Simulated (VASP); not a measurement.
# BN (R3m) in VASP: notebook

BN is run at these levels: PBE+D3(BJ); tasks: single point.

All numbers are computed with VASP 6.6.1; they aren't measurements. Logs are shortened: lines on timing, memory, paths and dates and some standing lists are left out, and cuts for length are marked.

## Step 1: The cell of the first run

It takes space group R3m (No. 160, trigonal). Conventional cell: a = 2.405 Å, b = 2.405 Å, c = 9.887 Å, α = 90.00°, β = 90.00°, γ = 120.00°. B (site symmetry 3m) has 3 N at 1.40 Å within 1.9 Å. Within 1.9 Å of N (site symmetry 3m) lie 3 B at 1.40 Å.

## Step 2: Single point, PBE+D3(BJ) (atoms displaced along a vibrational mode, the cell strained)

The input, INCAR:

```
  PREC = Accurate
  ENCUT = 600
  EDIFF = 1E-6
  ISMEAR = 0
  SIGMA = 0.05
  LREAL = F
  LASPH = T
  NELM = 120
  ALGO = Normal
  ISIF = 2
  LWAVE = F
  LCHARG = F
  GGA = PE
  IVDW = 12
  NBANDS = 11
  GGA_COMPAT = F
```

The input, KPOINTS:

```
Automatic mesh
0
Gamma
  12 12 12
```

The input, POSCAR:

```
BN
1.0
    1.2027024292      0.6943805712      3.2955578494
   -1.2027024292      0.6943805712      3.2955578494
    0.0000000000     -1.3887611425      3.2955578494
B N
1 1
Direct
    1.0071594894      1.0071594894      1.0071594894
    0.3269772520      0.3269772520      0.3269772520
```

Potentials or basis: VASP PAW PBE potentials, release 64 (B, N).

On the command line:

```sh
$ cat potpaw_PBE.64/B/POTCAR potpaw_PBE.64/N/POTCAR > POTCAR
$ mpirun -np 1 vasp_std > vasp.out
```

OUTCAR:

```text
PREC = Accurate
   ENCUT = 600
   EDIFF = 1E-6
   ISMEAR = 0
   LREAL = F
   LASPH = T
   NELM = 120
   ISIF = 2
   GGA = PE
   IVDW = 12
 IVDW          = 12

 ion  position               nearest neighbor table
   1  0.007  0.007  0.007-   2 1.40   2 1.40   2 1.40
   2  0.327  0.327  0.327-   1 1.40   1 1.40   1 1.40

  LATTYP: Found a trigonal (rhomboedric) cell.
 ALAT       =     3.5762213368
 COS(alpha) =     0.7737974002

  Lattice vectors:

 A1 = (   1.2027024292,   0.6943805712,   3.2955578494)
 A2 = (  -1.2027024292,   0.6943805712,   3.2955578494)
 A3 = (   0.0000000000,  -1.3887611425,   3.2955578494)

Analysis of symmetry for initial positions (statically):
=====================================================================
 Subroutine PRICEL returns:
 Original cell was already a primitive cell.

 Routine SETGRP: Setting up the symmetry group for a
 trigonal (rhombohedral) supercell.

 Subroutine GETGRP returns: Found  6 space group operations
 (whereof  6 operations were pure point group operations)
 out of a pool of 12 trial point group operations.

The static configuration has the point symmetry C_3v.

Analysis of symmetry for dynamics (positions and initial velocities):
=====================================================================
 Subroutine PRICEL returns:
 Original cell was already a primitive cell.

 Routine SETGRP: Setting up the symmetry group for a
 trigonal (rhombohedral) supercell.

 Subroutine GETGRP returns: Found  6 space group operations
 (whereof  6 operations were pure point group operations)
 out of a pool of 12 trial point group operations.

The dynamic configuration has the point symmetry C_3v.

 Subroutine INISYM returns: Found  6 space group operations
 (whereof  6 operations are pure point group operations),
 and found     1 'primitive' translations

----------------------------------------------------------------------------------------

                                     Primitive cell

  volume of cell :      16.5134

  direct lattice vectors                    reciprocal lattice vectors
     1.202702429  0.694380571  3.295557849     0.415730432  0.240022077  0.101146255
    -1.202702429  0.694380571  3.295557849    -0.415730432  0.240022077  0.101146255
     0.000000000 -1.388761142  3.295557849     0.000000000 -0.480044153  0.101146255

  length of vectors
     3.576221337  3.576221337  3.576221337     0.490584298  0.490584298  0.490584298

  position of ions in fractional coordinates (direct lattice)
     0.007159489  0.007159489  0.007159489
     0.326977252  0.326977252  0.326977252

  ion indices of the primitive-cell ions
   primitive index   ion index
                 1           1
                 2           2

----------------------------------------------------------------------------------------

 KPOINTS: Automatic mesh

Automatic generation of k-mesh.
 Grid dimensions read from file:
 generate k-points for:   12   12   12

 Generating k-lattice:

  Cartesian coordinates                     Fractional coordinates (reciprocal lattice)
     0.034644203  0.020001840  0.008428855     0.083333333  0.000000000  0.000000000
    -0.034644203  0.020001840  0.008428855     0.000000000  0.083333333  0.000000000
     0.000000000 -0.040003679  0.008428855     0.000000000  0.000000000  0.083333333

  Length of vectors
     0.040882025  0.040882025  0.040882025

  Shift w.r.t. Gamma in fractional coordinates (k-lattice)
     0.000000000  0.000000000  0.000000000

 Subroutine IBZKPT returns following result:
 ===========================================

 Found    189 irreducible k-points:

 Following reciprocal coordinates:
            Coordinates               Weight
  0.000000  0.000000  0.000000      1.000000
  0.083333  0.000000  0.000000      6.000000
  0.166667  0.000000  0.000000      6.000000
  0.250000  0.000000  0.000000      6.000000
  0.333333  0.000000  0.000000      6.000000
  0.416667  0.000000  0.000000      6.000000
[... 16 lines left out ...]
  0.500000  0.166667  0.000000     12.000000
 -0.416667  0.166667 -0.000000     12.000000
 [... further k-points ...]
   k-points           NKPTS =    189   k-points in BZ     NKDIM =    189   number of bands    NBANDS=     11
   number of dos      NEDOS =    301   number of ions     NIONS =      2
   total plane-waves  NPLWV =  27000
   dimension x,y,z NGX =    30 NGY =   30 NGZ =   30
   dimension x,y,z NGXF=    60 NGYF=   60 NGZF=   60
   ions per type =               1   1
   NGX,Y,Z   is equivalent  to a cutoff of  13.95, 13.95, 13.95 a.u.
   NGXF,Y,Z  is equivalent  to a cutoff of  27.89, 27.89, 27.89 a.u.
 SYSTEM =  unknown system
   PREC   = accura    normal or accurate (medium, high low for compatibility)
   ISTART =      0    job   : 0-new  1-cont  2-samecut
   ICHARG =      2    charge: 1-file 2-atom 10-const
   ISPIN  =      1    spin polarized calculation?
   LNONCOLLINEAR =      F non collinear calculations
   LSORBIT =      F    spin-orbit coupling
   LASPH  =      T    aspherical Exc in radial PAW
   ENCUT  =  600.0 eV  44.10 Ry    6.64 a.u.   7.14  7.14  7.14*2*pi/ulx,y,z
   NELM   =    120;   NELMIN=  2; NELMDL= -5     # of ELM steps
   EDIFF  = 0.1E-05   stopping-criterion for ELM
   LREAL  =      F    real-space projection
   EDIFFG = 0.1E-04   stopping-criterion for IOM
   NSW    =      0    number of steps for IOM
   IBRION =     -1    ionic relax: 0-MD 1-quasi-New 2-CG
   NFREE  =      0    steps in history (QN), initial steepest desc. (CG)
   ISIF   =      2    stress and relaxation
   ISYM   =      2    0-nonsym 1-usesym 2-fastsym
   POTIM  = 0.5000    time-step for ionic-motion
   TEBEG  =    0.0;   TEEND  =   0.0 temperature during run
   PSTRESS=    0.0 pullay stress
   NELECT =       8.0000    total number of electrons
   NUPDOWN=      -1.0000    fix difference up-down
   EMIN   =  10.00;   EMAX   =-10.00  energy-range for DOS
   EFERMI =   0.00;   METHOD = LEGACY
   ISMEAR =     0;   SIGMA  =   0.05  broadening in eV -4-tet -1-fermi 0-gaus
   EFERMI_NEDOS =   21; number of points for ismear=-14 and -15
   IALGO  =     38    algorithm
   IMIX   =      4    mixing-type and parameters
     AMIX     =   0.40;   BMIX     =  1.00
     AMIX_MAG =   1.60;   BMIX_MAG =  1.00
  volume/ion in A,a.u.               =       8.26        55.72
  Fermi-wavevector in a.u.,A,eV,Ry     =   1.285759  2.429732 22.492822  1.653176
  Thomas-Fermi vector in A             =   2.417874
   LORBIT       =      0    0 simple, 1 ext, 2 COOP (PROOUT), +10 PAW based schemes
   GGA     = PE    functional components
   LHFCALC =     F    Hartree Fock is set to
   AEXX    =    0.0000 exact exchange contribution
   IVDW    =    12    specifies the selected vdW correction
   LEPSILON=     F    determine dielectric tensor
   LRPA    =     F    only Hartree local field effects (RPA)
 non-spin polarized calculation
 Gauss-broadening in eV      SIGMA  =   0.05
  energy-cutoff  :      600.00
  volume of cell :       16.51
 maximum number of plane-waves:       562
 NGX is ok and might be reduce to    30
   NGX = 15   NGY = 15   NGZ = 15

 number of electron       8.0000000 magnetization

 Free energy of the ion-electron system (eV)
  ---------------------------------------------------
  ext. energy  EPLUGINS =         0.00000000
  ---------------------------------------------------
  free energy    TOTEN  =       -17.23440595 eV

  energy without entropy =      -17.23440595  energy(sigma->0) =      -17.23440595

 E-fermi :   3.0770     XC(G=0): -10.4016

 val. band max:        2.8182079764   @ k =  -0.3333   0.3333   0.0000
 cond. band min:       7.3913434746   @ k =   0.5000   0.5000   0.0000
 fundamental gap:      4.5731354982
 Fermi energy:         3.0769574022

 k-point     1 :       0.0000    0.0000    0.0000
  band No.  band energies     occupation
      1     -15.6300      2.00000
      2      -1.8083      2.00000
      3       1.8800      2.00000
      4       1.8800      2.00000
      5       7.7639      0.00000
      6      15.5315      0.00000
      7      15.5315      0.00000
      8      17.6049      0.00000
      9      19.8391      0.00000
     10      30.8456      0.00000
     11      32.7345      0.00000

 k-point     2 :       0.0833    0.0000    0.0000
  band No.  band energies     occupation
      1     -15.4790      2.00000
      2      -1.6481      2.00000
      3       1.2775      2.00000
      4       1.5882      2.00000
      5       8.0365      0.00000
      6      15.4437      0.00000
      7      16.1833      0.00000
      8      17.1530      0.00000
      9      20.2482      0.00000
     10      30.5626      0.00000
     11      31.3371      0.00000

 k-point     3 :       0.1667    0.0000    0.0000
  band No.  band energies     occupation
      1     -15.0332      2.00000
      2      -1.1998      2.00000
      3      -0.2141      2.00000
      4       0.8820      2.00000
      5       8.7536      0.00000
      6      15.1077      0.00000
      7      16.0345      0.00000
      8      17.9381      0.00000
      9      21.2574      0.00000
     10      27.7176      0.00000
     11      29.9258      0.00000
[... 267 lines left out ...]
 k-point    23 :       0.5000    0.1667    0.0000
  band No.  band energies     occupation
      1     -12.1302      2.00000
      2      -5.5904      2.00000
      3      -2.4807      2.00000
      4       1.8267      2.00000
      5       8.7447      0.00000
      6      15.5937      0.00000
      7      16.8903      0.00000
      8      19.0228      0.00000
      9      21.0981      0.00000
     10      25.3117      0.00000
     11      28.4062      0.00000

 k-point    24 :      -0.4167    0.1667   -0.0000
  band No.  band energies     occupation
      1     -11.7353      2.00000
      2      -6.1813      2.00000
      3      -2.6627      2.00000
      4       2.5259      2.00000
      5       8.0705      0.00000
      6      15.7092      0.00000
      7      16.9391      0.00000
      8      18.0750      0.00000
      9      21.6379      0.00000
     10      26.3069      0.00000
     11      27.8571      0.00000

 [... further k-points ...]

------------------------ aborting loop because EDIFF is reached ----------------------------------------

 Edisp (eV)   -0.30757

 E8    (eV) :    -0.0902

  FORCE on cell =-STRESS in cart. coord.  units (eV):
  Direction    XX          YY          ZZ          XY          YZ          ZX
  --------------------------------------------------------------------------------------
  -------------------------------------------------------------------------------------
  Total       5.37872     5.37872    -0.36239     0.00000     0.00000     0.00000
  in kB     521.85979   521.85979   -35.16033     0.00000     0.00000     0.00000
  external pressure =      336.19 kB  Pullay stress =        0.00 kB

 VOLUME and BASIS-vectors are now :
 -----------------------------------------------------------------------------
  energy-cutoff  :      600.00
  volume of cell :       16.51
      direct lattice vectors                 reciprocal lattice vectors
     1.202702429  0.694380571  3.295557849     0.415730432  0.240022077  0.101146255
    -1.202702429  0.694380571  3.295557849    -0.415730432  0.240022077  0.101146255
     0.000000000 -1.388761142  3.295557849     0.000000000 -0.480044153  0.101146255

 POSITION                                       TOTAL-FORCE (eV/Angst)
 -----------------------------------------------------------------------------------
      0.00000     -0.00000      0.07078         0.000000      0.000000     -1.510810
      0.00000     -0.00000      3.23272         0.000000     -0.000000      1.510810
 -----------------------------------------------------------------------------------
    total drift:                               -0.000000      0.000000     -0.000231

  FREE ENERGIE OF THE ION-ELECTRON SYSTEM (eV)
  ---------------------------------------------------
  free  energy   TOTEN  =       -17.5419786450 eV

  energy  without entropy=      -17.5419786450  energy(sigma->0) =      -17.54197864
```

Run time: 89 s. Hardware: 1 thread of Intel Xeon Platinum 8375C at 2.90GHz (Ice Lake), shared host; peak memory 0.2 GiB.

Results:

```
Free energy                : -17.5420 eV
Pressure                   : 33.6 GPa
Largest force              : 1.511 eV/Å
Band gap on the k mesh     : 4.57 eV (least direct gap 5.01 eV)
Dispersion energy per atom : -0.154 eV
```

Forces on the atoms (eV/Å):
```
B    0.000  0.000 -1.511
N    0.000  0.000  1.511
```

Levels at points of the mesh, in eV from the valence-band top:
```tsv
k point	band 1	band 2	band 3	band 4	band 5	band 6	band 7	band 8
(0.00, 0.00, 0.00)	-18.45	-4.63	-0.94	-0.94	4.95	12.71	12.71	14.79
(0.50, 0.00, 0.00)	-14.85	-9.32	-4.05	-0.57	5.19	11.30	13.68	16.43
(0.50, 0.50, 0.00)	-14.77	-9.18	-4.11	-1.35	4.57	11.15	14.70	18.75
(0.50, 0.50, 0.50)	-18.15	-6.80	-0.96	-0.96	10.49	12.68	12.68	14.49
```

Caveat: the cell differs from its parent crystal (atoms displaced along a vibrational mode, the cell strained); the stress differs along the axes, from -4 to 52 GPa; forces of over 1 eV/Å act on the atoms, so gaps and moduli don't describe the material at rest. A k mesh can miss the band edges.

## Step 3: Single point, PBE+D3(BJ) (atoms displaced along a vibrational mode, the cell strained)

INCAR: that of step 2 with these lines changed.

```diff
@@ -11,5 +11,7 @@
   LWAVE = F
-  LCHARG = F
+  LCHARG = T
   GGA = PE
   IVDW = 12
+  LELF = T
+  LVHAR = T
   NBANDS = 11
```

The input, KPOINTS:

```
regular mesh
0
Gamma
  12 12 12
```

The input, POSCAR:

```
BN
1.0
    1.2027024292      0.6943805712      3.2955578494
   -1.2027024292      0.6943805712      3.2955578494
    0.0000000000     -1.3887611425      3.2955578494
B N
1 1
Direct
    0.9972066979      0.9972066979      0.9972066979
    0.3346583883      0.3346583883      0.3346583883
```

Potentials or basis: VASP PAW PBE potentials, release 64 (B, N).

On the command line:

```sh
$ cat potpaw_PBE.64/B/POTCAR potpaw_PBE.64/N/POTCAR > POTCAR
$ mpirun -np 1 vasp_std > vasp.out
```

Wall time 64 s (1 thread of Intel Xeon Platinum 8375C at 2.90GHz (Ice Lake), shared host); peak memory 0.2 GiB.

It converged, with:

| Quantity | Value |
| --- | --- |
| Free energy | -17.6300 eV |
| Pressure | 35.5 GPa |
| Largest force | 0.494 eV/Å |
| Band gap on the k mesh | 4.37 eV (least direct gap 4.97 eV) |
| Dispersion energy per atom | -0.154 eV |

Forces on the atoms (eV/Å):
```
B    0.000  0.000  0.494
N    0.000  0.000 -0.494
```

Stress tensor (GPa, compression positive):
```
53.61  0.00  0.00
 0.00 53.61  0.00
 0.00  0.00 -0.68
```

Levels at points of the mesh, in eV from the valence-band top:
```
           k point  band 1  band 2  band 3  band 4  band 5  band 6  band 7  band 8
(0.00, 0.00, 0.00)  -18.52   -4.74   -1.12   -1.12    5.22   12.71   12.71   14.66
(0.50, 0.00, 0.00)  -14.95   -9.41   -4.23   -0.72    5.64   11.05   13.86   15.56
(0.50, 0.50, 0.00)  -14.87   -9.28   -4.29   -1.29    4.37   11.21   15.15   18.56
(0.50, 0.50, 0.50)  -18.22   -6.84   -1.13   -1.13   10.70   12.62   12.62   14.35
```

Caveat: the cell differs from its parent crystal (atoms displaced along a vibrational mode, the cell strained); the stress differs along the axes, from -1 to 54 GPa. A k mesh can miss the band edges.

## Step 4: Single point, PBE+D3(BJ) (atoms displaced along a vibrational mode, the cell strained)

INCAR: that of step 3 with these lines changed.

```diff
@@ -11,7 +11,5 @@
   LWAVE = F
-  LCHARG = T
+  LCHARG = F
   GGA = PE
   IVDW = 12
-  LELF = T
-  LVHAR = T
   NBANDS = 11
```

KPOINTS is that of step 3.

The input, POSCAR:

```
BN
1.0
    1.2027024292      0.6943805712      3.2955578494
   -1.2027024292      0.6943805712      3.2955578494
    0.0000000000     -1.3887611425      3.2955578494
B N
1 1
Direct
    0.9922303022      0.9922303022      0.9922303022
    0.3384989564      0.3384989564      0.3384989564
```

On the command line:

```sh
$ cat potpaw_PBE.64/B/POTCAR potpaw_PBE.64/N/POTCAR > POTCAR
$ mpirun -np 1 vasp_std > vasp.out
```

Wall time 60 s (1 thread of Intel Xeon Platinum 8375C at 2.90GHz (Ice Lake), shared host); peak memory 0.2 GiB.

The run converged. Its results:

| Property | Result |
| --- | --- |
| Free energy | -17.5427 eV |
| Pressure | 33.9 GPa |
| Largest force | 1.513 eV/Å |
| Band gap on the k mesh | 4.15 eV (least direct gap 4.91 eV) |
| Dispersion energy per atom | -0.154 eV |

Forces on the atoms (eV/Å):
```
B    0.000  0.000  1.513
N    0.000  0.000 -1.513
```

Stress tensor (GPa, compression positive):
```
52.07  0.00  0.00
 0.00 52.07  0.00
 0.00  0.00 -2.50
```

Levels at points of the mesh, in eV from the valence-band top:
| k point | band 1 | band 2 | band 3 | band 4 | band 5 | band 6 | band 7 | band 8 | band 9 |
| --- | --- | --- | --- | --- | --- | --- | --- | --- | --- |
| (0.00, 0.00, 0.00) | -18.48 | -4.67 | -0.98 | -0.98 | 4.95 | 12.72 | 12.72 | 14.83 | 16.97 |
| (0.50, 0.00, 0.00) | -14.89 | -9.34 | -4.09 | -0.74 | 5.70 | 10.86 | 13.96 | 15.42 | 21.01 |
| (0.50, 0.50, 0.00) | -14.81 | -9.22 | -4.15 | -1.23 | 4.15 | 11.22 | 15.22 | 18.74 | 22.11 |
| (0.50, 0.50, 0.50) | -18.18 | -6.82 | -1.00 | -1.00 | 10.45 | 12.61 | 12.61 | 14.48 | 17.05 |

Caveat: the cell differs from its parent crystal (atoms displaced along a vibrational mode, the cell strained); the stress differs along the axes, from -3 to 52 GPa; forces of over 1 eV/Å act on the atoms, so gaps and moduli don't describe the material at rest. A k mesh can miss the band edges.

## Step 5: Single point, PBE+D3(BJ) (atoms displaced along a vibrational mode, the cell strained)

The input, INCAR:

```
PREC = Accurate ; ENCUT = 600
EDIFF = 1E-6 ; ISMEAR = 0
SIGMA = 0.05 ; LREAL = F
LASPH = T ; NELM = 120
ALGO = Normal ; ISIF = 2
LWAVE = F ; LCHARG = F
GGA = PE ; IVDW = 12
NBANDS = 11 ; GGA_COMPAT = F
```

KPOINTS is that of step 4.

The input, POSCAR:

```
BN
1.0
    1.2027024292      0.6943805712      3.2955578494
   -1.2027024292      0.6943805712      3.2955578494
    0.0000000000     -1.3887611425      3.2955578494
B N
1 1
Direct
    0.9872539065      0.9872539065      0.9872539065
    0.3423395245      0.3423395245      0.3423395245
```

On the command line:

```sh
$ cat potpaw_PBE.64/B/POTCAR potpaw_PBE.64/N/POTCAR > POTCAR
$ mpirun -np 1 vasp_std > vasp.out
```

Wall time 62 s (1 thread of Intel Xeon Platinum 8375C at 2.90GHz (Ice Lake), shared host); peak memory 0.2 GiB.

It converged, with:

```yaml
Free_energy: -17.3646 eV
Pressure: 30.7 GPa
Largest_force: 2.585 eV/Å
Band_gap_on_the_k_mesh: 3.88 eV (least direct gap 4.81 eV)
Dispersion_energy_per_atom: -0.154 eV
```

Forces on the atoms (eV/Å):
```
B    0.000  0.000  2.585
N    0.000  0.000 -2.585
```

Stress tensor (GPa, compression positive):
```
49.29  0.00  0.00
 0.00 49.29  0.00
 0.00  0.00 -6.56
```

Levels at points of the mesh, in eV from the valence-band top:
| k point | band 1 | band 2 | band 3 | band 4 | band 5 | band 6 | band 7 | band 8 | band 9 |
| --- | --- | --- | --- | --- | --- | --- | --- | --- | --- |
| (0.00, 0.00, 0.00) | -18.39 | -4.52 | -0.71 | -0.71 | 4.45 | 12.75 | 12.75 | 15.10 | 16.97 |
| (0.50, 0.00, 0.00) | -14.75 | -9.21 | -3.81 | -0.74 | 5.64 | 10.64 | 14.00 | 15.52 | 20.52 |
| (0.50, 0.50, 0.00) | -14.66 | -9.10 | -3.88 | -1.15 | 3.88 | 11.22 | 15.21 | 19.00 | 21.81 |
| (0.50, 0.50, 0.50) | -18.08 | -6.78 | -0.72 | -0.72 | 9.99 | 12.62 | 12.62 | 14.70 | 16.46 |

Caveat: the cell differs from its parent crystal (atoms displaced along a vibrational mode, the cell strained); the stress differs along the axes, from -7 to 49 GPa; forces of over 1 eV/Å act on the atoms, so gaps and moduli don't describe the material at rest. A k mesh can miss the band edges.

[end of part 1 of 2]
